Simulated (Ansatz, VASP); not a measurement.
## Ce: VASP beside Ansatz

File INCAR:

```
SYSTEM = Ce
ALGO = Normal ; EDIFF = 1E-6
ENCUT = 500 ; GGA = PE
GGA_COMPAT = .False. ; ISIF = 2
ISMEAR = 1 ; LASPH = .True.
LCHARG = .False. ; LMAXMIX = 6
LREAL = .False. ; LWAVE = .False.
NBANDS = 12 ; NELM = 200
PREC = Accurate ; SIGMA = 0.03
```

The input KPOINTS:

```
k-points
0
Gamma
  11 11 11
  0 0 0
```

The input POSCAR:

```
Ce
1.0
    0.0000000000      2.3774557595      2.3774557595
    2.3774557595      0.0000000000      2.3774557595
    2.3774557595      2.3774557595      0.0000000000
Ce
1
Direct
    0.0000000000      0.0000000000      0.0000000000
```

Input for Ansatz:

```yaml
crystal:
  lattice:
    - [0.0, 2.3774557595, 2.3774557595]
    - [2.3774557595, 0.0, 2.3774557595]
    - [2.3774557595, 2.3774557595, 0.0]
  atoms:
    - { symbol: Ce, position: [0.0, 0.0, 0.0] }
hamiltonian:
  xc: pbe
  pseudopotentials:
    kind: paw
    azcp:
      Ce: "pseudopotentials/Ce.paw.azcp"
basis:
  ecutwfc: 420
  fft_grid_basis: typed
kpoints:
  mp_grid: { grid: [11, 11, 11], shift: [0, 0, 0] }
magnetization:
  spin_polarized: false
scf:
  occupations: { method: methfessel_paxton, width: 0.03 }
  lower_state_search: "off"
output:
  stress: true
  write_density: true
  write_potential: true
  elf: true
  volumetric_format: npy
```

Alike in both runs: task single point; functional PBE; k mesh 11 × 11 × 11; occupations methfessel-paxton of order 1, width 0.03 eV; no spin polarisation.

|  | VASP | Ansatz |
| --- | --- | --- |
| version | VASP 6.6.1 | Ansatz 0.2.0 |
| potentials or method | VASP PAW PBE potentials, release 64 (Ce), cutoff 500 eV | plane waves (420 eV) with PAW, scalar-relativistic |
| valence electrons in the cell | 12 | 12 |

VASP gave:

* pressure (GPa): -0.8

Task: What did Ansatz give for the same quantities?

Result: Pressure (GPa): -0.5.

Neither program's run includes spin-orbit coupling.
